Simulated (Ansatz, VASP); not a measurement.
# Al3TeO4 in VASP and in Ansatz

```
Al Te O
1.0
     4.87837    0.00000    0.00000
     0.00000    4.87837    0.00000
     0.00000    0.00000    4.87837
Al Te O
3 1 4
Cartesian
  2.4392 0.0000 0.0000
  0.0000 2.4392 0.0000
  0.0000 0.0000 2.4392
  0.0000 0.0000 0.0000
  0.0000 2.4392 2.4392
  2.4392 0.0000 2.4392
  2.4392 2.4392 0.0000
  2.4392 2.4392 2.4392
```

Alike in both runs: functional PBE; k mesh 4 × 4 × 4; occupations gaussian, width 0.1 eV; no spin polarisation.

Ansatz relaxed the structure, and its values are those at the end. VASP's run is a single point on that final structure, the one shown.

```csv
,VASP,Ansatz
version,VASP 6.6.1,Ansatz 0.2.0
potentials or method,"VASP PAW PBE potentials, release 64 (Al, Te, O), cutoff 520 eV","scalar-relativistic, plane waves, PAW"
valence electrons in the cell,39,49
```

|  | VASP | Ansatz | Ansatz less VASP |
| --- | --- | --- | --- |
| gap on the k mesh at the Fermi level (eV) | none | none | - |
| pressure (GPa) | -0.2 | -0.3 | -0.10 |

A gap of «none» marks a metal or a gap that the smearing closes. VASP's potentials hold 39 valence electrons a cell and Ansatz's 49, so a difference there can come from the potentials and not from the codes.

Neither program's run includes spin-orbit coupling.
